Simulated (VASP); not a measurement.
A run of VASP 6.6.1 is set up as follows.

File INCAR:

```
SYSTEM = Si16Ge
  PREC = Accurate
  ENCUT = 520
  EDIFF = 1E-6
  ISMEAR = -1
  SIGMA = 0.02
  LREAL = Auto
  LASPH = .TRUE.
  NELM = 100
  ALGO = Normal
  ISIF = 2
  LWAVE = .FALSE.
  LCHARG = .TRUE.
  GGA = PE
  IVDW = 12
  LELF = .TRUE.
  LVHAR = .TRUE.
  NBANDS = 53
```

File KPOINTS:

```
regular mesh
0
G
  2 2 2
  0 0 0
```

The input POSCAR:

```
Si16Ge
1.0
    0.0000000000      5.4300000000      5.4300000000
    5.4300000000      0.0000000000      5.4300000000
    5.4300000000      5.4300000000      0.0000000000
Si Ge
16 1
Direct
    0.0117704036     -0.0337153894      0.0102345227
    0.1590555105      0.1132075610      0.1150762735
    0.0172998518     -0.0019342989      0.4870801461
    0.1270208986      0.1077913089      0.6382163570
    0.0119532889      0.5123368617      0.0101926028
    0.1021243763      0.6027076528      0.1931093060
   -0.0243825350      0.4761318183      0.5726981682
    0.1270700005      0.6275084215      0.6382054776
    0.5224848699      0.0231044906     -0.0680154775
    0.6127214150      0.1132356588      0.1150621786
    0.4976050778     -0.0019279906      0.4870693811
    0.6490141747      0.1495852534      0.5524335946
    0.4655826592      0.5123421181      0.0101766816
    0.6126626828      0.6597076884      0.1149990398
    0.4975915600      0.5178785197      0.4869826655
    0.6072821238      0.6275090171      0.6381878633
    0.8121777417      0.3129178086      0.0628035192
```

Potentials or basis: VASP PAW PBE potentials, release 64 (Si, Ge_d).

Run with:

```console
$ cat potpaw_PBE.64/Si/POTCAR potpaw_PBE.64/Ge_d/POTCAR > POTCAR
$ mpirun -np 1 vasp_std > vasp.out
```

(1) What does it give for the largest force?

(2) Estimate the band gap on the k mesh.

(3) What does it give for the pressure?

Answers

(1) 0.036 eV/Å.

(2) 0.14 eV.

(3) 2.5 GPa.

Caveat: the k points lie up to 0.50 Å⁻¹ apart.
